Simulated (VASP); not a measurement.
# As (Pm-3m) in VASP: further runs, part 2 of 2

VASP 6.6.1. The steps go on from the part before.

## 6. Single point, PBEsol (Sb replaced by As, lengths x 0.914, strained)

The input, INCAR:

```
PREC = Accurate ; ENCUT = 500
EDIFF = 1E-6 ; ISMEAR = 0
SIGMA = 0.1 ; LREAL = False
LASPH = True ; NELM = 120
ALGO = Normal ; ISIF = 2
LWAVE = False ; LCHARG = False
GGA = PS ; NBANDS = 8
GGA_COMPAT = False
```

The input, KPOINTS:

```
Automatic mesh
0
Gamma
  14 14 14
```

The input, POSCAR:

```
As
1.0
    3.0222571914      0.0000000000      0.0000000000
    0.0000000000      3.0222571914      0.0000000000
    0.0000000000      0.0000000000      3.0222571914
As
1
Direct
    0.0000000000      0.0000000000      0.0000000000
```

Potentials or basis: VASP PAW PBE potentials, release 64 (As).

Launch:

```sh
$ cat potpaw_PBE.64/As/POTCAR > POTCAR
$ mpirun -np 1 vasp_std > vasp.out
```

OUTCAR:

```text
PREC = Accurate
   ENCUT = 500
   EDIFF = 1E-6
   ISMEAR = 0
   LREAL = False
   LASPH = True
   NELM = 120
   ISIF = 2
   GGA = PS

 ion  position               nearest neighbor table
   1  0.000  0.000  0.000-

  LATTYP: Found a simple cubic cell.
 ALAT       =     3.0222571914

  Lattice vectors:

 A1 = (   3.0222571914,   0.0000000000,   0.0000000000)
 A2 = (   0.0000000000,   3.0222571914,   0.0000000000)
 A3 = (   0.0000000000,   0.0000000000,   3.0222571914)

[... 442 lines left out ...]
      8      17.2914      0.00000

 [... further k-points ...]

------------------------ aborting loop because EDIFF is reached ----------------------------------------

  FORCE on cell =-STRESS in cart. coord.  units (eV):
  Direction    XX          YY          ZZ          XY          YZ          ZX
  --------------------------------------------------------------------------------------
  -------------------------------------------------------------------------------------
  Total       -2.4999648     -2.4999648     -2.4999648     -0.0000000     -0.0000000     -0.0000000
  in kB     -145.0942575   -145.0942575   -145.0942575     -0.0000000     -0.0000000     -0.0000000
  external PRESSURE =    -145.0942575 kB  Pullay stress =       0.0000000 kB

 VOLUME and BASIS-vectors are now :
 -----------------------------------------------------------------------------
  energy-cutoff  :      500.00
  volume of cell :       27.61
      direct lattice vectors                 reciprocal lattice vectors
     3.022257191  0.000000000  0.000000000     0.330878524  0.000000000  0.000000000
     0.000000000  3.022257191  0.000000000     0.000000000  0.330878524  0.000000000
     0.000000000  0.000000000  3.022257191     0.000000000  0.000000000  0.330878524

 POSITION                                       TOTAL-FORCE (eV/Angst)
 -----------------------------------------------------------------------------------
      0.00000      0.00000      0.00000         0.000000      0.000000      0.000000
 -----------------------------------------------------------------------------------
    total drift:                               -0.000000      0.000000      0.000000

  FREE ENERGIE OF THE ION-ELECTRON SYSTEM (eV)
  ---------------------------------------------------
  free  energy   TOTEN  =        -4.5430063283 eV

  energy  without entropy=       -4.5402495634  energy(sigma->0) =       -4.54162795
```

Run time: 21 s. Hardware: 1 thread of Intel Xeon 8259CL, shared host; peak memory 0.15 GiB.

Results:

* Free energy: -4.5430 eV
* Pressure: -14.5 GPa

Levels at points of the mesh, in eV from the Fermi level:
```
           k point  band 1  band 2  band 3  band 4  band 5  band 6
(0.00, 0.00, 0.00)  -12.40    3.06    3.06    3.06    7.90    8.30
(0.50, 0.00, 0.00)  -10.52   -4.57    4.39    4.39   10.33   11.35
(0.50, 0.50, 0.00)   -8.66   -2.76   -2.76    3.73    5.59   13.30
(0.50, 0.50, 0.50)   -6.77   -1.16   -1.16   -1.16    6.42    6.42
```

Caveat: the cell differs from its parent crystal (Sb replaced by As, lengths x 0.914, strained); the PAW data sets were made with another functional, which shifts forces and pressure a little.

## 7. Single point, revPBE

This run uses another cell than the first one, of 27.61 Å³/atom, 1.013 times its volume.

The input, INCAR:

```
SYSTEM = As
  PREC = Accurate
  ENCUT = 500
  EDIFF = 1E-6
  ISMEAR = 1
  SIGMA = 0.1
  LREAL = .False.
  LASPH = .True.
  NELM = 120
  ALGO = Normal
  ISIF = 2
  LWAVE = .False.
  LCHARG = .False.
  GGA = RE
  NBANDS = 8
  GGA_COMPAT = .False.
```

The input, KPOINTS:

```
regular mesh
0
Gamma
  14 14 14
  0 0 0
```

POSCAR is that of step 6.

Potentials or basis: VASP PAW PBE potentials, release 64 (As).

Launch:

```sh
$ cat potpaw_PBE.64/As/POTCAR > POTCAR
$ mpirun -np 1 vasp_std > vasp.out
```

OUTCAR:

```text
SYSTEM = As
   PREC = Accurate
   ENCUT = 500
   EDIFF = 1E-6
   ISMEAR = 1
   LREAL = .False.
   LASPH = .True.
   NELM = 120
   ISIF = 2
   GGA = RE

 ion  position               nearest neighbor table
   1  0.000  0.000  0.000-

  LATTYP: Found a simple cubic cell.
 ALAT       =     3.0222571914

  Lattice vectors:

 A1 = (   3.0222571914,   0.0000000000,   0.0000000000)
 A2 = (   0.0000000000,   3.0222571914,   0.0000000000)
 A3 = (   0.0000000000,   0.0000000000,   3.0222571914)

Analysis of symmetry for initial positions (statically):
=====================================================================
 Subroutine PRICEL returns:
 Original cell was already a primitive cell.

 Routine SETGRP: Setting up the symmetry group for a
 simple cubic supercell.

 Subroutine GETGRP returns: Found 48 space group operations
 (whereof 48 operations were pure point group operations)
 out of a pool of 48 trial point group operations.

The static configuration has the point symmetry O_h .

Analysis of symmetry for dynamics (positions and initial velocities):
=====================================================================
 Subroutine PRICEL returns:
 Original cell was already a primitive cell.

 Routine SETGRP: Setting up the symmetry group for a
 simple cubic supercell.

 Subroutine GETGRP returns: Found 48 space group operations
 (whereof 48 operations were pure point group operations)
 out of a pool of 48 trial point group operations.

The dynamic configuration has the point symmetry O_h .

 Subroutine INISYM returns: Found 48 space group operations
 (whereof 48 operations are pure point group operations),
 and found     1 'primitive' translations

----------------------------------------------------------------------------------------

[... 110 lines left out ...]
     AMIX_MAG =   1.60;   BMIX_MAG =  1.00
  volume/ion in A,a.u.               =      27.61       186.29
  Fermi-wavevector in a.u.,A,eV,Ry     =   0.926261  1.750380 11.673249  0.857960
  Thomas-Fermi vector in A             =   2.052204
   LORBIT       =      0    0 simple, 1 ext, 2 COOP (PROOUT), +10 PAW based schemes
   GGA     = RE    functional components
   LHFCALC =     F    Hartree Fock is set to
   AEXX    =    0.0000 exact exchange contribution
   IVDW    =     0    specifies the selected vdW correction
   LEPSILON=     F    determine dielectric tensor
   LRPA    =     F    only Hartree local field effects (RPA)
 non-spin polarized calculation
 Methfessel and Paxton  Order N= 1 SIGMA  =   0.10
  energy-cutoff  :      500.00
  volume of cell :       27.61
 maximum number of plane-waves:       739
 NGX is ok and might be reduce to    24
   NGX = 11   NGY = 11   NGZ = 11

 number of electron       5.0000001 magnetization

 Free energy of the ion-electron system (eV)
  ---------------------------------------------------
  ext. energy  EPLUGINS =         0.00000000
  ---------------------------------------------------
  free energy    TOTEN  =        -3.91333332 eV

  energy without entropy =       -3.91329435  energy(sigma->0) =       -3.91332033

 E-fermi :   2.6350     XC(G=0):  -8.9579

 val. band max:        2.5998830478   @ k =   0.2143   0.2143   0.1429
 cond. band min:       2.6378395196   @ k =   0.5000   0.2857   0.2143
 fundamental gap:      0.0379564718
 Fermi energy:         2.6349546009

 k-point     1 :       0.0000    0.0000    0.0000
  band No.  band energies     occupation
      1      -9.7585      2.00000
      2       5.6843      0.00000
      3       5.6843      0.00000
      4       5.6843      0.00000
      5      10.7862      0.00000
      6      10.9160      0.00000
      7      10.9160      0.00000
      8      23.6892      0.00000
[... 243 lines left out ...]
 k-point    24 :       0.3571    0.2143    0.0000
  band No.  band energies     occupation
      1      -7.8267      2.00000
      2      -0.2379      2.00000
      3       3.1213     -0.00000
      4       7.1244      0.00000
      5      11.2068      0.00000
      6      13.3314      0.00000
      7      17.4275      0.00000
      8      17.5432      0.00000

 [... further k-points ...]

------------------------ aborting loop because EDIFF is reached ----------------------------------------

  FORCE on cell =-STRESS in cart. coord.  units (eV):
  Direction    XX          YY          ZZ          XY          YZ          ZX
  --------------------------------------------------------------------------------------
  -------------------------------------------------------------------------------------
  Total       -1.9741807     -1.9741807     -1.9741807      0.0000000      0.0000000     -0.0000000
  in kB     -114.5785228   -114.5785228   -114.5785228      0.0000000      0.0000000     -0.0000000
  external PRESSURE =    -114.5785228 kB  Pullay stress =       0.0000000 kB

 VOLUME and BASIS-vectors are now :
 -----------------------------------------------------------------------------
  energy-cutoff  :      500.00
  volume of cell :       27.61
      direct lattice vectors                 reciprocal lattice vectors
     3.022257191  0.000000000  0.000000000     0.330878524  0.000000000  0.000000000
     0.000000000  3.022257191  0.000000000     0.000000000  0.330878524  0.000000000
     0.000000000  0.000000000  3.022257191     0.000000000  0.000000000  0.330878524

 POSITION                                       TOTAL-FORCE (eV/Angst)
 -----------------------------------------------------------------------------------
      0.00000      0.00000      0.00000         0.000000      0.000000      0.000000
 -----------------------------------------------------------------------------------
    total drift:                               -0.000000      0.000000      0.000000

  FREE ENERGIE OF THE ION-ELECTRON SYSTEM (eV)
  ---------------------------------------------------
  free  energy   TOTEN  =        -3.9133333185 eV

  energy  without entropy=       -3.9132943522  energy(sigma->0) =       -3.91332033
```

OSZICAR:

```text
N       E                     dE             d eps       ncg     rms          rms(c)
DAV:   1     0.308044726947E+01    0.30804E+01   -0.18590E+03  1920   0.437E+02
DAV:   2    -0.379384984975E+01   -0.68743E+01   -0.65598E+01  2488   0.478E+01
DAV:   3    -0.391008975603E+01   -0.11624E+00   -0.11605E+00  2200   0.651E+00
DAV:   4    -0.391031622486E+01   -0.22647E-03   -0.22647E-03  2984   0.325E-01
DAV:   5    -0.391031637210E+01   -0.14723E-06   -0.14703E-06  2232   0.499E-03    0.119E+00
DAV:   6    -0.391120833326E+01   -0.89196E-03   -0.54557E-03  2168   0.372E-01    0.675E-01
DAV:   7    -0.391315414631E+01   -0.19458E-02   -0.10384E-02  2032   0.507E-01    0.784E-02
DAV:   8    -0.391332192709E+01   -0.16778E-03   -0.23748E-04  2528   0.958E-02    0.831E-03
DAV:   9    -0.391333018015E+01   -0.82531E-05   -0.78179E-06  2464   0.169E-02    0.473E-03
DAV:  10    -0.391333331662E+01   -0.31365E-05   -0.74680E-06  2128   0.144E-02    0.953E-04
DAV:  11    -0.391333331851E+01   -0.18902E-08   -0.48706E-08  1656   0.128E-03
   1 F= -.39133333E+01 E0= -.39133203E+01  d E =-.389663E-04
```

stdout:

```text
POSCAR found type information on POSCAR As
 POSCAR found :  1 types and       1 ions
 scaLAPACK will be used
 -----------------------------------------------------------------------------
|                                                                             |
|                                                                             |
|     You enforced a specific xc type in the INCAR file but a different       |
|     I HOPE YOU KNOW WHAT YOU ARE DOING!                                     |
|                                                                             |
 -----------------------------------------------------------------------------

 LDA part: xc-table for (Slater+PW92), standard interpolation
 POSCAR, INCAR and KPOINTS ok, starting setup
 FFT: planning ... GRIDC
 FFT: planning ... GRID_SOFT
 FFT: planning ... GRID
 WAVECAR not read
 entering main loop
```

Run time: 24 s. Hardware: 1 thread of Intel Xeon 8259CL, shared host; peak memory 0.15 GiB.

What came out:

```yaml
Free_energy: -3.9133 eV
Pressure: -11.5 GPa
```

Levels at points of the mesh, in eV from the Fermi level:
```tsv
k point	band 1	band 2	band 3	band 4	band 5
(0.00, 0.00, 0.00)	-12.39	3.05	3.05	3.05	8.15
(0.50, 0.00, 0.00)	-10.52	-4.54	4.38	4.38	10.26
(0.50, 0.50, 0.00)	-8.66	-2.77	-2.77	3.88	5.58
(0.50, 0.50, 0.50)	-6.76	-1.19	-1.19	-1.19	6.48
```

Caveat: the PAW data sets were made with another functional, which shifts forces and pressure a little.

## 8. Overview

```csv
task,level,cell,k mesh,cutoff (eV),smearing,gap on the mesh (eV),pressure (GPa)
single point,PBEsol,"a = 3.010 Å, 1 atom",14 × 14 × 14,520,gaussian 0.1 eV,none,-14.4
single point,PBEsol,"a = 2.689 Å, 1 atom",16 × 16 × 16,520,gaussian 0.1 eV,none,0.3
relaxation of cell and atoms,PBEsol,"relaxed from a = 2.759 Å, 1 atom",16 × 16 × 16,600,gaussian 0.1 eV,none,0.0
single point,PBEsol,"a = 3.022 Å, 1 atom",6 × 6 × 6,500,gaussian 0.1 eV,none,-14.2
single point,PBEsol,"a = 3.022 Å, 1 atom",14 × 14 × 14,500,gaussian 0.1 eV,none,-14.5
single point,revPBE,"a = 3.022 Å, 1 atom",14 × 14 × 14,500,methfessel-paxton 0.1 eV,none,-11.5
```

Alike in all rows: potentials or basis VASP PAW PBE potentials, release 64 (As); no spin polarisation.

Caveats: the PAW data sets were made with another functional, which shifts forces and pressure a little.

Total energies depend on the potentials used, so only differences within one code and one set of settings carry meaning.
